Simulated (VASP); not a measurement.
# MoS2 (P6_3/mmc) in VASP: notebook

The runs below take MoS2 through single point, with LDA.

Everything below comes from runs of VASP 6.6.1. Logs are shortened: lines on timing, memory, paths and dates and some standing lists are left out, and cuts for length are marked.

**What was measured.**

“Multiwavelength excitation Raman Scattering Analysis of bulk and 2 dimensional MoS2: Vibrational properties of atomically thin MoS2 layers”, 2015, arxiv:1506.03228 reports, for a bulk crystal of MoS2 at 300 K: band gap 1.3 eV (indirect).

How close the calculation comes is told below.

### Step 1. The cell of the first run

Symmetry: P6_3/mmc, No. 194, hexagonal system. The conventional cell has a = 3.122 Å, b = 3.122 Å, c = 12.075 Å, α = 90.00°, β = 90.00°, γ = 120.00°. Within 3.2 Å of Mo (site symmetry -6m2) lie 6 S at 2.38 Å and 6 Mo at 3.12 Å. S (site symmetry 3m) has 3 Mo at 2.38 Å and 7 S at 3.11 to 3.12 Å within 3.2 Å.

### Step 2. Single point, LDA

The input, INCAR:

```
  ALGO = Normal
  EDIFF = 1E-6
  ENCUT = 520
  GGA = CA
  ISIF = 2
  ISMEAR = 0
  LASPH = T
  LCHARG = F
  LREAL = F
  LWAVE = F
  NBANDS = 35
  NELM = 80
  PREC = Accurate
  SIGMA = 0.01
```

The input, KPOINTS:

```
k-points
0
Gamma
  8 8 2
```

The input, POSCAR:

```
MoS2
1.0
    3.1221912629      0.0000000000      0.0000000000
   -1.5610956314      2.7038969491      0.0000000000
    0.0000000000      0.0000000000     12.0749351227
Mo S
2 4
Direct
    0.3333333333      0.6666666667      0.2500000000
    0.6666666667      0.3333333333      0.7500000000
    0.3333333333      0.6666666667      0.6212830816
    0.6666666667      0.3333333333      0.1212830816
    0.3333333333      0.6666666667      0.8787169184
    0.6666666667      0.3333333333      0.3787169184
```

Potentials or basis: VASP PAW LDA potentials, release 64 (Mo_sv, S).

The run is started by

```console
> cat potpaw_LDA.64/Mo_sv/POTCAR potpaw_LDA.64/S/POTCAR > POTCAR
> mpirun -np 1 vasp_std > vasp.out
```

OUTCAR:

```text
EDIFF = 1E-6
   ENCUT = 520
   GGA = CA
   ISIF = 2
   ISMEAR = 0
   LASPH = T
   LREAL = F
   NELM = 80
   PREC = Accurate

 ion  position               nearest neighbor table
   1  0.333  0.667  0.250-   4 2.38   6 2.38   4 2.38   6 2.38   4 2.38   6 2.38
   2  0.667  0.333  0.750-   3 2.38   5 2.38   3 2.38   5 2.38   3 2.38   5 2.38
   3  0.333  0.667  0.621-   2 2.38   2 2.38   2 2.38
   4  0.667  0.333  0.121-   1 2.38   1 2.38   1 2.38
   5  0.333  0.667  0.879-   2 2.38   2 2.38   2 2.38
   6  0.667  0.333  0.379-   1 2.38   1 2.38   1 2.38

  LATTYP: Found a hexagonal cell.
 ALAT       =     3.1221912629
 C/A-ratio  =     3.8674552921

  Lattice vectors:

 A1 = (   3.1221912629,   0.0000000000,   0.0000000000)
 A2 = (  -1.5610956314,   2.7038969491,   0.0000000000)
 A3 = (   0.0000000000,   0.0000000000,  12.0749351227)

Analysis of symmetry for initial positions (statically):
=====================================================================
 Subroutine PRICEL returns:
 Original cell was already a primitive cell.

 Routine SETGRP: Setting up the symmetry group for a
 hexagonal supercell.

 Subroutine GETGRP returns: Found 24 space group operations
 (whereof 12 operations were pure point group operations)
 out of a pool of 24 trial point group operations.

The static configuration has the point symmetry D_3d.
 The point group associated with its full space group is D_6h.

Analysis of symmetry for dynamics (positions and initial velocities):
=====================================================================
 Subroutine PRICEL returns:
 Original cell was already a primitive cell.

 Routine SETGRP: Setting up the symmetry group for a
 hexagonal supercell.

 Subroutine GETGRP returns: Found 24 space group operations
 (whereof 12 operations were pure point group operations)
 out of a pool of 24 trial point group operations.

The dynamic configuration has the point symmetry D_3d.
 The point group associated with its full space group is D_6h.

 Subroutine INISYM returns: Found 24 space group operations
 (whereof 12 operations are pure point group operations),
 and found     1 'primitive' translations

----------------------------------------------------------------------------------------

                                     Primitive cell

  volume of cell :     101.9376

  direct lattice vectors                    reciprocal lattice vectors
     3.122191263  0.000000000  0.000000000     0.320287873  0.184918290  0.000000000
    -1.561095631  2.703896949  0.000000000     0.000000000  0.369836580  0.000000000
     0.000000000  0.000000000 12.074935123     0.000000000  0.000000000  0.082816180

  length of vectors
     3.122191263  3.122191263 12.074935123     0.369836580  0.369836580  0.082816180

  position of ions in fractional coordinates (direct lattice)
     0.333333333  0.666666667  0.250000000
     0.666666667  0.333333333  0.750000000
     0.333333333  0.666666667  0.621283082
     0.666666667  0.333333333  0.121283082
     0.333333333  0.666666667  0.878716918
     0.666666667  0.333333333  0.378716918

  ion indices of the primitive-cell ions
   primitive index   ion index
                 1           1
                 2           2
                 3           3
                 4           4
                 5           5
                 6           6

----------------------------------------------------------------------------------------

 KPOINTS: k-points

Automatic generation of k-mesh.
 Grid dimensions read from file:
 generate k-points for:    8    8    2

 Generating k-lattice:

  Cartesian coordinates                     Fractional coordinates (reciprocal lattice)
     0.040035984  0.023114786  0.000000000     0.125000000 -0.000000000  0.000000000
     0.000000000  0.046229572  0.000000000     0.000000000  0.125000000  0.000000000
     0.000000000  0.000000000  0.041408090     0.000000000  0.000000000  0.500000000

  Length of vectors
     0.046229572  0.046229572  0.041408090

  Shift w.r.t. Gamma in fractional coordinates (k-lattice)
     0.000000000  0.000000000  0.000000000

 Subroutine IBZKPT returns following result:
 ===========================================

 Found     20 irreducible k-points:

 Following reciprocal coordinates:
            Coordinates               Weight
  0.000000  0.000000  0.000000      1.000000
  0.125000  0.000000  0.000000      6.000000
  0.250000  0.000000  0.000000      6.000000
  0.375000 -0.000000  0.000000      6.000000
  0.500000  0.000000  0.000000      3.000000
  0.125000  0.125000  0.000000      6.000000
[... 12 lines left out ...]
  0.250000  0.250000  0.500000      6.000000
  0.375000  0.250000  0.500000      6.000000
   k-points           NKPTS =     20   k-points in BZ     NKDIM =     20   number of bands    NBANDS=     35
   number of dos      NEDOS =    301   number of ions     NIONS =      6
   total plane-waves  NPLWV =  51840
   dimension x,y,z NGX =    24 NGY =   24 NGZ =   90
   dimension x,y,z NGXF=    48 NGYF=   48 NGZF=  180
   ions per type =               2   4
   NGX,Y,Z   is equivalent  to a cutoff of  12.78, 12.78, 12.39 a.u.
   NGXF,Y,Z  is equivalent  to a cutoff of  25.56, 25.56, 24.78 a.u.
 SYSTEM =  unknown system
   PREC   = accura    normal or accurate (medium, high low for compatibility)
   ISTART =      0    job   : 0-new  1-cont  2-samecut
   ICHARG =      2    charge: 1-file 2-atom 10-const
   ISPIN  =      1    spin polarized calculation?
   LNONCOLLINEAR =      F non collinear calculations
   LSORBIT =      F    spin-orbit coupling
   LASPH  =      T    aspherical Exc in radial PAW
   ENCUT  =  520.0 eV  38.22 Ry    6.18 a.u.   5.81  5.81 22.45*2*pi/ulx,y,z
   NELM   =     80;   NELMIN=  2; NELMDL= -5     # of ELM steps
   EDIFF  = 0.1E-05   stopping-criterion for ELM
   LREAL  =      F    real-space projection
   EDIFFG = 0.1E-04   stopping-criterion for IOM
   NSW    =      0    number of steps for IOM
   IBRION =     -1    ionic relax: 0-MD 1-quasi-New 2-CG
   NFREE  =      0    steps in history (QN), initial steepest desc. (CG)
   ISIF   =      2    stress and relaxation
   ISYM   =      2    0-nonsym 1-usesym 2-fastsym
   POTIM  = 0.5000    time-step for ionic-motion
   TEBEG  =    0.0;   TEEND  =   0.0 temperature during run
   PSTRESS=    0.0 pullay stress
   NELECT =      52.0000    total number of electrons
   NUPDOWN=      -1.0000    fix difference up-down
   EMIN   =  10.00;   EMAX   =-10.00  energy-range for DOS
   EFERMI =   0.00;   METHOD = LEGACY
   ISMEAR =     0;   SIGMA  =   0.01  broadening in eV -4-tet -1-fermi 0-gaus
   EFERMI_NEDOS =   21; number of points for ismear=-14 and -15
   IALGO  =     38    algorithm
   IMIX   =      4    mixing-type and parameters
     AMIX     =   0.40;   BMIX     =  1.00
     AMIX_MAG =   1.60;   BMIX_MAG =  1.00
  volume/ion in A,a.u.               =      16.99       114.65
  Fermi-wavevector in a.u.,A,eV,Ry     =   1.308070  2.471895 23.280225  1.711048
  Thomas-Fermi vector in A             =   2.438762
   LORBIT       =      0    0 simple, 1 ext, 2 COOP (PROOUT), +10 PAW based schemes
   GGA     = CA    functional components
   LHFCALC =     F    Hartree Fock is set to
   AEXX    =    0.0000 exact exchange contribution
   IVDW    =     0    specifies the selected vdW correction
   LEPSILON=     F    determine dielectric tensor
   LRPA    =     F    only Hartree local field effects (RPA)
 non-spin polarized calculation
 Gauss-broadening in eV      SIGMA  =   0.01
  energy-cutoff  :      520.00
  volume of cell :      101.94
 maximum number of plane-waves:      2775
 NGX is ok and might be reduce to    24
   NGX = 11   NGY = 11   NGZ = 45

 number of electron      52.0000005 magnetization

 Free energy of the ion-electron system (eV)
  ---------------------------------------------------
  ext. energy  EPLUGINS =         0.00000000
  ---------------------------------------------------
  free energy    TOTEN  =       -48.95754455 eV

  energy without entropy =      -48.95754455  energy(sigma->0) =      -48.95754455

 E-fermi :   8.2687     XC(G=0): -11.3808

 val. band max:        8.0650543035   @ k =   0.0000   0.0000   0.0000
 cond. band min:       8.9060306862   @ k =   0.2500   0.1250   0.0000
 fundamental gap:      0.8409763827
 Fermi energy:         8.2687017489

 k-point     1 :       0.0000    0.0000    0.0000
  band No.  band energies     occupation
      1     -53.1132      2.00000
      2     -53.1132      2.00000
      3     -27.5067      2.00000
      4     -27.5065      2.00000
      5     -27.2152      2.00000
      6     -27.2152      2.00000
[... 27 lines left out ...]
     34      10.6104      0.00000
     35      13.7356      0.00000

 k-point     2 :       0.1250    0.0000    0.0000
  band No.  band energies     occupation
      1     -53.1058      2.00000
      2     -53.1058      2.00000
      3     -27.4927      2.00000
      4     -27.4926      2.00000
      5     -27.2855      2.00000
      6     -27.2855      2.00000
[... 27 lines left out ...]
     34      10.6814      0.00000
     35      14.7788      0.00000

 k-point     3 :       0.2500    0.0000    0.0000
  band No.  band energies     occupation
      1     -53.0880      2.00000
      2     -53.0880      2.00000
      3     -27.4589      2.00000
      4     -27.4588      2.00000
      5     -27.4519      2.00000
      6     -27.4519      2.00000
[... 27 lines left out ...]
     34      11.4448      0.00000
     35      15.4978      0.00000

 k-point     4 :       0.3750   -0.0000    0.0000
  band No.  band energies     occupation
      1     -53.0702      2.00000
      2     -53.0702      2.00000
      3     -27.6143      2.00000
      4     -27.6143      2.00000
      5     -27.4248      2.00000
      6     -27.4248      2.00000
[... 27 lines left out ...]
     34      11.9426      0.00000
     35      14.0554      0.00000

 k-point     5 :       0.5000    0.0000    0.0000
  band No.  band energies     occupation
      1     -53.0628      2.00000
      2     -53.0628      2.00000
      3     -27.6804      2.00000
      4     -27.6804      2.00000
      5     -27.4106      2.00000
      6     -27.4106      2.00000
[... 486 lines left out ...]
 k-point    18 :       0.3750    0.1250    0.5000
  band No.  band energies     occupation
      1     -53.0628      2.00000
      2     -53.0628      2.00000
      3     -27.6446      2.00000
      4     -27.6446      2.00000
      5     -27.4107      2.00000
      6     -27.4107      2.00000
[... 27 lines left out ...]
     34      11.7661      0.00000
     35      14.2694      0.00000

 k-point    19 :       0.2500    0.2500    0.5000
  band No.  band energies     occupation
      1     -53.0628      2.00000
      2     -53.0628      2.00000
      3     -27.5951      2.00000
      4     -27.5951      2.00000
      5     -27.4116      2.00000
      6     -27.4116      2.00000
[... 27 lines left out ...]
     34      12.1721      0.00000
     35      15.0063      0.00000

 k-point    20 :       0.3750    0.2500    0.5000
  band No.  band energies     occupation
      1     -53.0575      2.00000
      2     -53.0575      2.00000
      3     -27.6006      2.00000
      4     -27.6006      2.00000
      5     -27.4652      2.00000
      6     -27.4652      2.00000
[... 27 lines left out ...]
     34      12.2902      0.00000
     35      14.5771      0.00000

------------------------ aborting loop because EDIFF is reached ----------------------------------------

  FORCE on cell =-STRESS in cart. coord.  units (eV):
  Direction    XX          YY          ZZ          XY          YZ          ZX
  --------------------------------------------------------------------------------------
  -------------------------------------------------------------------------------------
  Total        0.0795275      0.0795275      0.0421364      0.0000000      0.0000000      0.0000000
  in kB        1.2499520      1.2499520      0.6622683      0.0000000      0.0000000      0.0000000
  external PRESSURE =       1.0540575 kB  Pullay stress =       0.0000000 kB

 VOLUME and BASIS-vectors are now :
 -----------------------------------------------------------------------------
  energy-cutoff  :      520.00
  volume of cell :      101.94
      direct lattice vectors                 reciprocal lattice vectors
     3.122191263  0.000000000  0.000000000     0.320287873  0.184918290  0.000000000
    -1.561095631  2.703896949  0.000000000     0.000000000  0.369836580  0.000000000
     0.000000000  0.000000000 12.074935123     0.000000000  0.000000000  0.082816180

 POSITION                                       TOTAL-FORCE (eV/Angst)
 -----------------------------------------------------------------------------------
     -0.00000      1.80260      3.01873         0.000000     -0.000000      0.000000
      1.56110      0.90130      9.05620        -0.000000      0.000000      0.000000
     -0.00000      1.80260      7.50195         0.000000      0.000000     -0.014446
      1.56110      0.90130      1.46449        -0.000000     -0.000000     -0.014446
     -0.00000      1.80260     10.61045         0.000000      0.000000      0.014446
      1.56110      0.90130      4.57298        -0.000000      0.000000      0.014446
 -----------------------------------------------------------------------------------
    total drift:                               -0.000000      0.000000     -0.000000

  FREE ENERGIE OF THE ION-ELECTRON SYSTEM (eV)
  ---------------------------------------------------
  free  energy   TOTEN  =       -48.9575445532 eV

  energy  without entropy=      -48.9575445532  energy(sigma->0) =      -48.95754455
```

Wall time 73 s (1 thread of AMD EPYC 7R43 (Zen 3), shared host); peak memory 0.17 GiB.

What came out:

| Quantity | Value |
| --- | --- |
| Free energy | -48.9575 eV |
| Pressure | 0.1 GPa |
| Largest force | 0.014 eV/Å |
| Band gap on the k mesh | 0.84 eV (least direct gap 2.05 eV) |

Forces in eV/Å, atoms in the order of the input:
```
Mo   0.000  0.000  0.000
Mo   0.000  0.000  0.000
S    0.000  0.000 -0.014
S    0.000  0.000 -0.014
S    0.000  0.000  0.014
S    0.000  0.000  0.014
```

(Continued in part 2 of 2.)
